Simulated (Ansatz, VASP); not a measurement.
# One calculation of Pb, two programs

INCAR

```
PREC = Accurate ; ENCUT = 520
EDIFF = 1E-6 ; ISMEAR = 0
SIGMA = 0.1 ; LREAL = False
LASPH = True ; NELM = 80
ALGO = Normal ; ISIF = 2
LWAVE = False ; LCHARG = False
GGA = PE ; IVDW = 12
NBANDS = 13
```

The input KPOINTS:

```
Automatic mesh
0
Gamma
  16 16 16
```

Contents of POSCAR:

```
Pb
1.0
   -2.0284098777      2.0284098777      2.0284098777
    2.0284098777     -2.0284098777      2.0284098777
    2.0284098777      2.0284098777     -2.0284098777
Pb
1
Direct
    0.0000000000      0.0000000000      0.0000000000
```

Input for Ansatz:

```yaml
crystal:
  lattice:
    - [-2.0284098777, 2.0284098777, 2.0284098777]
    - [2.0284098777, -2.0284098777, 2.0284098777]
    - [2.0284098777, 2.0284098777, -2.0284098777]
  atoms:
    - { symbol: Pb, position: [0.0, 0.0, 0.0] }
basis:
  ecutwfc: 420
kpoints:
  mp_grid: { grid: [16, 16, 16] }
hamiltonian:
  xc: pbe
  dispersion: d3bj
scf:
  occupations: { method: gaussian, width: 0.1 }
output:
  forces: true
  stress: true
  eigenvalues: true
```

Alike in both runs: task single point; functional PBE; dispersion D3(BJ); k mesh 16 × 16 × 16; occupations gaussian, width 0.1 eV; no spin polarisation.

|  | VASP | Ansatz |
| --- | --- | --- |
| version | VASP 6.6.1 | Ansatz 0.2.0 |
| potentials or method | VASP PAW PBE potentials, release 64 (Pb_d), cutoff 520 eV | scalar-relativistic, plane waves, PAW |
| valence electrons in the cell | 14 | 14 |

```csv
,VASP,Ansatz,Ansatz less VASP
gap on the k mesh at the Fermi level (eV),none,none,-
pressure (GPa),-3.4,-3.3,+0.05
```

A gap of «none» marks a metal or a gap that the smearing closes.

Neither program's run includes spin-orbit coupling.
